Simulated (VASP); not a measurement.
LaTl, 2 atoms in the cell. The structure is cubic, space group Pm-3m (No. 221). Conventional cell: a = 3.856 Å, b = 3.856 Å, c = 3.856 Å, α = 90.00°, β = 90.00°, γ = 90.00°. La (site symmetry m-3m) has 8 Tl at 3.34 Å and 6 La at 3.86 Å within 4.4 Å. Tl (site symmetry m-3m) has 8 La at 3.34 Å and 6 Tl at 3.86 Å within 4.4 Å.  This cell differs from its parent crystal: volume scaled by 0.94.

```yaml
Program: VASP 6.6.1
Task: electric field gradients
Functional: PBEsol
Potentials_or_basis: VASP PAW PBE potentials, release 64 (La, Tl_d)
Cutoff: 520 eV
k_mesh: 10 × 10 × 10
Occupations: fermi-dirac, width 0.05 eV
Spin: no spin polarisation
Dipole_correction: no
Further_INCAR_settings: ALGO = Normal; EDIFF = 1e-08; NBANDS = 19
```

Potentials or basis: VASP PAW PBE potentials, release 64 (La, Tl_d).

Launch:

```console
$ cat potpaw_PBE.64/La/POTCAR potpaw_PBE.64/Tl_d/POTCAR > POTCAR
$ mpirun -np 1 vasp_std > vasp.out
```

Hardware: 1 thread of Intel(R) Xeon(R) Platinum 8375C CPU @ 2.90GHz (Ice Lake) (shared host).

Question: Estimate the wall time of this run.

Answer: Wall time 66 s on 1 thread of Intel(R) Xeon(R) Platinum 8375C CPU @ 2.90GHz (Ice Lake), on a shared host, peak memory 0.23 GiB. Counts: scf iterations 18, k points 56.
